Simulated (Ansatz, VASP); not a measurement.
# AlN in VASP and in Ansatz

```
Al N
1.0
     3.15194    0.00000    0.00000
    -1.57597    2.72966    0.00000
     0.00000    0.00000    5.04351
Al N
2 2
Direct
  0.33333 0.66667 0.00000
  0.66667 0.33333 0.50000
  0.33333 0.66667 0.38500
  0.66667 0.33333 0.88500
```

Change from the starting cell: volume scaled by 1.04, crystal datasets.

Alike in both runs: task electric field gradients; functional PBEsol; k mesh 11 × 11 × 6; occupations fermi-dirac, width 0.02 eV; no spin polarisation.

```csv
,VASP,Ansatz
version,VASP 6.6.1,Ansatz 0.2.0
potentials or method,"VASP PAW PBE potentials, release 64 (Al, N), cutoff 520 eV","all-electron PAW with datasets made for the crystal, scalar-relativistic"
```

Ansatz gave:

- gap on the k mesh at the Fermi level (eV): 3.75
- pressure (GPa): -6.9
- traceless stress, the component that is largest in VASP (GPa): -0.67
- rms of the force components (eV/Å): 0.101
- size of Vzz on the site where it differs most (V/Å²): 0.2

Problem. What did VASP give for the same quantities?

Solution. gap on the k mesh at the Fermi level (eV): 3.75; pressure (GPa): -6.9; traceless stress, the component that is largest in VASP (GPa): -0.69; rms of the force components (eV/Å): 0.101; size of Vzz on the site where it differs most (V/Å²): 0.4.

VASP's potentials were made for PBE, not for PBEsol. Atom by atom the forces differ by 0.000 eV/Å (rms over components). Ansatz ran all-electron here, and VASP with PAW potentials.
